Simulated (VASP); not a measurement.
# B3As (Pm-3m) in VASP: notebook, part 2 of 2

VASP 6.6.1. Earlier steps stand in the parts before.

## (3) Relaxation of cell and atoms, PBE

This run uses another cell than the first one, of 13.34 Å³/atom, 0.752 times its volume.

File INCAR:

```
ALGO = Normal
EDIFF = 1E-7
EDIFFG = -0.04
ENCUT = 600
GGA = PE
IBRION = 2
ISIF = 3
ISMEAR = 0
LASPH = True
LCHARG = False
LREAL = False
LWAVE = False
NELM = 100
NSW = 90
PREC = Accurate
SIGMA = 0.1
```

File KPOINTS:

```
k-points
0
Gamma
  4 4 4
```

File POSCAR:

```
B3As
1.0
    3.7651446100      0.0000000000      0.0000000000
    0.0000000000      3.7651446100      0.0000000000
    0.0000000000      0.0000000000      3.7651446100
B As
3 1
Direct
    0.5000000000      0.0000000000      0.0000000000
    0.0000000000      0.5000000000      0.0000000000
    0.0000000000      0.0000000000      0.5000000000
    0.0000000000      0.0000000000      0.0000000000
```

Potentials or basis: VASP PAW PBE potentials, release 64 (B, As).

Run with:

```sh
cat potpaw_PBE.64/B/POTCAR potpaw_PBE.64/As/POTCAR > POTCAR
mpirun -np 1 vasp_std > vasp.out
```

OUTCAR:

```text
EDIFF = 1E-7
   EDIFFG = -0.04
   ENCUT = 600
   GGA = PE
   IBRION = 2
   ISIF = 3
   ISMEAR = 0
   LASPH = True
   LREAL = False
   NELM = 100
   NSW = 90
   PREC = Accurate

 ion  position               nearest neighbor table
   1  0.500  0.000  0.000-   4 1.88   4 1.88
   2  0.000  0.500  0.000-   4 1.88   4 1.88
   3  0.000  0.000  0.500-   4 1.88   4 1.88
   4  0.000  0.000  0.000-   1 1.88   2 1.88   3 1.88   3 1.88   2 1.88   1 1.88

  LATTYP: Found a simple cubic cell.
 ALAT       =     3.7651446100

  Lattice vectors:

 A1 = (   3.7651446100,   0.0000000000,   0.0000000000)
 A2 = (   0.0000000000,   3.7651446100,   0.0000000000)
 A3 = (   0.0000000000,   0.0000000000,   3.7651446100)

Analysis of symmetry for initial positions (statically):
=====================================================================
 Subroutine PRICEL returns:
 Original cell was already a primitive cell.

 Routine SETGRP: Setting up the symmetry group for a
 simple cubic supercell.

 Subroutine GETGRP returns: Found 48 space group operations
 (whereof 48 operations were pure point group operations)
 out of a pool of 48 trial point group operations.

The static configuration has the point symmetry O_h .

Analysis of symmetry for dynamics (positions and initial velocities):
=====================================================================
 Subroutine PRICEL returns:
 Original cell was already a primitive cell.

 Routine SETGRP: Setting up the symmetry group for a
 simple cubic supercell.

 Subroutine GETGRP returns: Found 48 space group operations
 (whereof 48 operations were pure point group operations)
 out of a pool of 48 trial point group operations.

The dynamic configuration has the point symmetry O_h .

 Subroutine INISYM returns: Found 48 space group operations
 (whereof 48 operations are pure point group operations),
 and found     1 'primitive' translations

----------------------------------------------------------------------------------------

                                     Primitive cell

  volume of cell :      53.3759

  direct lattice vectors                    reciprocal lattice vectors
     3.765144610  0.000000000  0.000000000     0.265594048  0.000000000  0.000000000
[... 88 lines left out ...]
   EMIN   =  10.00;   EMAX   =-10.00  energy-range for DOS
   EFERMI =   0.00;   METHOD = LEGACY
   ISMEAR =     0;   SIGMA  =   0.10  broadening in eV -4-tet -1-fermi 0-gaus
   EFERMI_NEDOS =   21; number of points for ismear=-14 and -15
   IALGO  =     38    algorithm
   IMIX   =      4    mixing-type and parameters
     AMIX     =   0.40;   BMIX     =  1.00
     AMIX_MAG =   1.60;   BMIX_MAG =  1.00
  volume/ion in A,a.u.               =      13.34        90.05
  Fermi-wavevector in a.u.,A,eV,Ry     =   1.047939  1.980317 14.941583  1.098175
  Thomas-Fermi vector in A             =   2.182840
   LORBIT       =      0    0 simple, 1 ext, 2 COOP (PROOUT), +10 PAW based schemes
   GGA     = PE    functional components
   LHFCALC =     F    Hartree Fock is set to
   AEXX    =    0.0000 exact exchange contribution
   IVDW    =     0    specifies the selected vdW correction
   LEPSILON=     F    determine dielectric tensor
   LRPA    =     F    only Hartree local field effects (RPA)
 conjugate gradient relaxation of ions
 non-spin polarized calculation
 Gauss-broadening in eV      SIGMA  =   0.10
  energy-cutoff  :      600.00
  volume of cell :       53.38
 maximum number of plane-waves:      1800
   NGX = 15   NGY = 15   NGZ = 15

--------------------------------------- Ionic step        1  -------------------------------------------

 number of electron      13.9999999 magnetization

 Free energy of the ion-electron system (eV)
  ---------------------------------------------------
  ext. energy  EPLUGINS =         0.00000000
  ---------------------------------------------------
  free energy    TOTEN  =       -12.75921881 eV

  energy without entropy =      -12.74938186  energy(sigma->0) =      -12.75430033

 E-fermi :   3.7645     XC(G=0):  -9.7568

 val. band max:        3.7335521523   @ k =   0.5000   0.2500   0.2500
 cond. band min:       4.3519920690   @ k =   0.5000   0.2500   0.0000
 fundamental gap:      0.6184399166
 Fermi energy:         3.7645345043

 k-point     1 :       0.0000    0.0000    0.0000
  band No.  band energies     occupation
      1     -12.1922      2.00000
      2      -3.2509      2.00000
      3      -3.2509      2.00000
      4      -3.2509      2.00000
      5       0.6273      2.00000
      6       0.6273      2.00000
      7       3.4879      1.99991
      8       6.9975      0.00000
      9       6.9975      0.00000
     10       6.9975      0.00000
     11       7.2317      0.00000
[... 237 lines left out ...]
--------------------------------------- Ionic step        4  -------------------------------------------

 number of electron      13.9999998 magnetization

 Free energy of the ion-electron system (eV)
  ---------------------------------------------------
  ext. energy  EPLUGINS =         0.00000000
  ---------------------------------------------------
  free energy    TOTEN  =       -14.25353193 eV

  energy without entropy =      -14.21562267  energy(sigma->0) =      -14.23457730

 E-fermi :   1.7237     XC(G=0):  -8.6373

 val. band max:        1.7065235228   @ k =   0.5000   0.2500   0.0000
 cond. band min:       1.7902040778   @ k =   0.5000   0.2500   0.2500
 fundamental gap:      0.0836805550
 Fermi energy:         1.7236694338

 k-point     1 :       0.0000    0.0000    0.0000
  band No.  band energies     occupation
      1     -12.3027      2.00000
      2      -3.8970      2.00000
      3      -3.8970      2.00000
      4      -3.8970      2.00000
      5      -1.8493      2.00000
      6      -1.8493      2.00000
      7       0.5138      2.00000
      8       4.5353      0.00000
      9       4.5353      0.00000
     10       4.5353      0.00000
     11       4.6427      0.00000
[... 155 lines left out ...]
  FREE ENERGIE OF THE ION-ELECTRON SYSTEM (eV)
  ---------------------------------------------------
  free  energy   TOTEN  =       -14.2535319280 eV

  energy  without entropy=      -14.2156226720  energy(sigma->0) =      -14.23457730

 reached required accuracy - stopping structural energy minimisation
```

OSZICAR:

```text
N       E                     dE             d eps       ncg     rms          rms(c)
DAV:   1     0.420918689264E+02    0.42092E+02   -0.66253E+03   220   0.123E+03
DAV:   2    -0.106377120779E+02   -0.52730E+02   -0.49203E+02   275   0.172E+02
DAV:   3    -0.132851780071E+02   -0.26475E+01   -0.25888E+01   275   0.365E+01
[... 43 lines left out ...]
DAV:   5    -0.142535316372E+02    0.75365E-05   -0.15606E-05   253   0.242E-02    0.800E-03
DAV:   6    -0.142535315777E+02    0.59462E-07   -0.35341E-06   238   0.106E-02    0.202E-03
DAV:   7    -0.142535316780E+02   -0.10022E-06   -0.89813E-08   182   0.248E-03    0.157E-03
DAV:   8    -0.142535319649E+02   -0.28695E-06   -0.43448E-07   214   0.355E-03    0.107E-03
DAV:   9    -0.142535319280E+02    0.36928E-07   -0.13930E-08   137   0.955E-04
   4 F= -.14253532E+02 E0= -.14234577E+02  d E =-.149431E+01
```

CONTCAR:

```text
B3As
   1.00000000000000
     4.1514294404863472   -0.0000000000000000   -0.0000000000000000
    -0.0000000000000000    4.1514294404863472   -0.0000000000000000
     0.0000000000000000    0.0000000000000000    4.1514294404863472
  B               As
     3     1
Direct
     0.5000000000000000    0.0000000000000000    0.0000000000000000
     0.0000000000000000    0.5000000000000000    0.0000000000000000
     0.0000000000000000    0.0000000000000000    0.5000000000000000
     0.0000000000000000    0.0000000000000000    0.0000000000000000

  0.00000000E+00  0.00000000E+00  0.00000000E+00
  0.00000000E+00  0.00000000E+00  0.00000000E+00
  0.00000000E+00  0.00000000E+00  0.00000000E+00
  0.00000000E+00  0.00000000E+00  0.00000000E+00
```

It took 18 s on 1 thread of Intel Xeon Platinum 8488C (Sapphire Rapids), shared host; peak memory 0.16 GiB.

What came out:

```
Free energy                            : -14.2535 eV
Relaxed volume                         : 17.89 Å³/atom
Relaxed cell                           : a = 4.151 Å, b = 4.151 Å, c = 4.151 Å, α = 90.00°, β = 90.00°, γ = 90.00°
Space group after relaxing (to 0.05 Å) : Pm-3m (No. 221)
Energy gained by relaxing              : 373.6 meV/atom
Ionic steps                            : 4
Pressure after relaxing                : 0.0 GPa
Band gap on the k mesh                 : zero (band 7 reaches 2.87 eV, above the bottom of band 8 at 1.67 eV)
```

Step by step:
```csv
step,energy change (eV),largest force (eV/Å),pressure (GPa),volume (Å³)
1,0.0000,0.0000,36.54,53.38
2,-1.3484,0.0000,-5.01,80.51
3,-1.4927,0.0000,0.57,70.69
4,-1.4943,0.0000,0.05,71.55
```

Final structure:
```
CELL_PARAMETERS angstrom
4.15143 0.00000 0.00000
0.00000 4.15143 0.00000
0.00000 0.00000 4.15143
ATOMIC_POSITIONS crystal
B 0.50000 0.00000 0.00000
B 0.00000 0.50000 0.00000
B 0.00000 0.00000 0.50000
As 0.00000 0.00000 0.00000
```

Levels at points of the mesh, in eV from the Fermi level:
```csv
k point,band 4,band 5,band 6,band 7,band 8,band 9,band 10,band 11
"(0.00, 0.00, 0.00)",-5.62,-3.57,-3.57,-1.21,2.81,2.81,2.81,2.92
"(0.50, 0.00, 0.00)",-5.25,-3.31,-2.08,0.95,0.95,1.71,1.72,2.99
"(0.50, 0.50, 0.00)",-4.86,-2.55,-2.19,1.15,1.15,1.95,1.95,2.14
"(0.50, 0.50, 0.50)",-7.52,-1.87,-1.87,-1.87,2.20,2.20,5.13,5.13
```

Caveat: the k points lie up to 0.38 Å⁻¹ apart in the final cell; the volume moved by over 15 % at a fixed basis, so the end points are rough.

## (4) Single point, PBE

This run uses another cell than the first one, of 18.09 Å³/atom, 1.019 times its volume.

File INCAR:

```
SYSTEM = B3As
PREC = Accurate
ENCUT = 520
EDIFF = 1E-6
ISMEAR = 0
SIGMA = 0.1
LREAL = .False.
LASPH = .True.
NELM = 80
ALGO = Normal
ISIF = 2
LWAVE = .False.
LCHARG = .False.
GGA = PE
NBANDS = 15
```

File KPOINTS:

```
regular mesh
0
Gamma
  12 12 12
  0 0 0
```

File POSCAR:

```
B3As
1.0
    4.1669541101      0.0000000000      0.0000000000
    0.0000000000      4.1669541101      0.0000000000
    0.0000000000      0.0000000000      4.1669541101
B As
3 1
Direct
    0.5000000000      0.0000000000      0.0000000000
    0.0000000000      0.5000000000      0.0000000000
    0.0000000000      0.0000000000      0.5000000000
    0.0000000000      0.0000000000      0.0000000000
```

Run with:

```sh
cat potpaw_PBE.64/B/POTCAR potpaw_PBE.64/As/POTCAR > POTCAR
mpirun -np 1 vasp_std > vasp.out
```

Wall time 25 s (1 thread of Intel Xeon Platinum 8488C (Sapphire Rapids), shared host); peak memory 0.22 GiB.

It converged, with:

```
Free energy            : -14.4515 eV
Pressure               : 0.4 GPa
Band gap on the k mesh : zero (band 7 reaches 2.98 eV, above the bottom of band 8 at 1.26 eV)
```

Levels at points of the mesh, in eV from the Fermi level:
```csv
k point,band 3,band 4,band 5,band 6,band 7,band 8,band 9,band 10,band 11,band 12
"(0.00, 0.00, 0.00)",-5.79,-5.79,-3.83,-3.83,-1.46,2.55,2.55,2.55,2.66,2.66
"(0.50, 0.00, 0.00)",-5.43,-5.43,-3.58,-2.34,0.72,0.72,1.45,1.48,2.73,2.73
"(0.50, 0.50, 0.00)",-8.10,-5.05,-2.81,-2.38,0.92,0.92,1.69,1.69,1.87,4.78
"(0.50, 0.50, 0.50)",-7.72,-7.72,-2.06,-2.06,-2.06,1.94,1.94,4.83,4.83,4.83
```

## (5) Relaxation of cell and atoms, PBE

File INCAR:

```
PREC     = Accurate       # precision mode
ENCUT    = 600            # plane-wave cutoff, eV
EDIFF    = 1E-6           # SCF threshold, eV
ISMEAR   = 0              # smearing method
SIGMA    = 0.1            # smearing width, eV
LREAL    = F              # projectors in reciprocal space
LASPH    = T              # aspherical terms in the spheres
NELM     = 60             # most SCF steps
ALGO     = Normal         # electronic algorithm
ISIF     = 3              # what is computed and relaxed
LWAVE    = F              # write WAVECAR
LCHARG   = F              # write CHGCAR
GGA      = PE             # functional
IBRION   = 2              # ionic algorithm
NSW      = 100            # ionic steps
EDIFFG   = -0.01          # ionic threshold
```

File KPOINTS:

```
regular mesh
0
Gamma
  12 12 12
```

File POSCAR:

```
B3As
1.0
    4.1411840718      0.0000000000      0.0000000000
    0.0000000000      4.1411840718      0.0000000000
    0.0000000000      0.0000000000      4.1411840718
B As
3 1
Direct
    0.5000000000      0.0000000000      0.0000000000
    0.0000000000      0.5000000000      0.0000000000
    0.0000000000      0.0000000000      0.5000000000
    0.0000000000      0.0000000000      0.0000000000
```

Run with:

```sh
cat potpaw_PBE.64/B/POTCAR potpaw_PBE.64/As/POTCAR > POTCAR
mpirun -np 1 vasp_std > vasp.out
```

It took 62 s on 1 thread of Intel Xeon Platinum 8488C (Sapphire Rapids), shared host; peak memory 0.26 GiB.

Results (log left out):

* Free energy: -14.4531 eV
* Relaxed volume: 18.20 Å³/atom
* Relaxed cell: a = 4.175 Å, b = 4.175 Å, c = 4.175 Å, α = 90.00°, β = 90.00°, γ = 90.00°
* Space group after relaxing (to 0.05 Å): Pm-3m (No. 221)
* Energy gained by relaxing: 2.2 meV/atom
* Ionic steps: 3
* Pressure after relaxing: 0.0 GPa
* Band gap on the k mesh: zero (band 7 reaches 2.95 eV, above the bottom of band 8 at 1.24 eV)

Step by step:
```
step  energy change (eV)  largest force (eV/Å)  pressure (GPa)  volume (Å³)
   1              0.0000                0.0000            1.65        71.02
   2             -0.0088                0.0000           -0.11        72.92
   3             -0.0089                0.0000            0.00        72.79
```

Final structure:
```xyz
4
Lattice="4.1753 0.0000 0.0000 0.0000 4.1753 0.0000 0.0000 0.0000 4.1753" Properties=species:S:1:pos:R:3 pbc="T T T"
B     2.0876    0.0000    0.0000
B     0.0000    2.0876    0.0000
B     0.0000    0.0000    2.0876
As    0.0000    0.0000    0.0000
```

Levels at points of the mesh, in eV from the Fermi level:
```
           k point  band 5  band 6  band 7  band 8  band 9  band 10
(0.00, 0.00, 0.00)   -3.84   -3.84   -1.48    2.54    2.54     2.54
(0.50, 0.00, 0.00)   -3.59   -2.35    0.72    0.72    1.45     1.48
(0.50, 0.50, 0.00)   -2.83   -2.36    0.92    0.92    1.69     1.69
(0.50, 0.50, 0.50)   -2.04   -2.04   -2.04    1.93    1.93     4.81
```

## (6) Overview

```csv
task,cell,k mesh,cutoff (eV),gap on the mesh (eV),pressure (GPa),relaxed volume (Å³/atom)
single point,"a = 4.141 Å, 4 atoms",4 × 4 × 4,520,none,0.4,-
relaxation of cell and atoms,"relaxed from a = 3.765 Å, 4 atoms",4 × 4 × 4,600,none,0.0,17.89
single point,"a = 4.167 Å, 4 atoms",12 × 12 × 12,520,none,0.4,-
relaxation of cell and atoms,"relaxed from a = 4.141 Å, 4 atoms",12 × 12 × 12,600,none,0.0,18.20
```

Alike in all rows: level PBE; potentials or basis VASP PAW PBE potentials, release 64 (B, As); no spin polarisation; smearing gaussian 0.1 eV.

Caveats: some runs use coarse meshes; the volume moved by over 15 % at a fixed basis, so the end points are rough (some runs).

Total energies depend on the potentials used, so only differences within one code and one set of settings carry meaning.
